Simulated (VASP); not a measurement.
Mn, 2 atoms in the cell. The typed cell holds 2 atoms: a = 2.500 Å, b = 2.500 Å, c = 4.041 Å, α = 90.01°, β = 90.01°, γ = 119.99°. This isn't the form of Mn at room conditions, which is a 58-atom cubic cell.

```yaml
Program: VASP 6.6.1
Task: single point
Functional: RPBE
Potentials_or_basis: VASP PAW PBE potentials, release 64 (Mn_pv)
Cutoff: 520 eV
k_mesh: 14 × 14 × 10
Occupations: fermi-dirac, width 0.1 eV
Spin: no spin polarisation
Dipole_correction: no
Further_INCAR_settings: ALGO = Normal; EDIFF = 1e-06; NBANDS = 20; ISYM = 0
```

Potentials or basis: VASP PAW PBE potentials, release 64 (Mn_pv).

The run is started by

```sh
$ cat potpaw_PBE.64/Mn_pv/POTCAR > POTCAR
$ mpirun -np 1 vasp_std > vasp.out
```

Hardware: 1 thread of Intel(R) Xeon(R) Platinum 8488C (Sapphire Rapids) (shared host).

Problem. Estimate the wall time of this run.

Solution. It took 3.1 min on 1 thread of Intel(R) Xeon(R) Platinum 8488C (Sapphire Rapids), with other jobs on the host, peak memory 0.42 GiB. Counts: scf iterations 13, k points 984.
